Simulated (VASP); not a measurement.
Input of a VASP 6.6.1 run:

INCAR

```
ALGO = Normal
EDIFF = 1E-8
ENCUT = 520
GGA = PE
ISIF = 2
ISMEAR = -1
LASPH = True
LCHARG = False
LEFG = True
LREAL = False
LWAVE = False
NBANDS = 11
NELM = 80
PREC = Accurate
SIGMA = 0.08
```

The input KPOINTS:

```
k-points
0
Gamma
  12 12 12
```

File POSCAR:

```
BP
1.0
    0.0000000000      2.2499318716      2.2499318716
    2.2499318716      0.0000000000      2.2499318716
    2.2499318716      2.2499318716      0.0000000000
B P
1 1
Direct
    0.0000000000      0.0000000000      0.0000000000
    0.7500000000      0.7500000000      0.7500000000
```

Potentials or basis: VASP PAW PBE potentials, release 64 (B, P).

Launch:

```sh
$ cat potpaw_PBE.64/B/POTCAR potpaw_PBE.64/P/POTCAR > POTCAR
$ mpirun -np 1 vasp_std > vasp.out
```

Q: Predict the band gap on the k mesh.

A: 1.20 eV, indirect (least direct gap 3.44 eV).

Q: What does it give for the pressure?

A: 5.3 GPa.

Caveat: without QUAD_EFG the Cq values of the log hold for a quadrupole moment of 1 mb, not for the nuclei. A k mesh can miss the band edges.
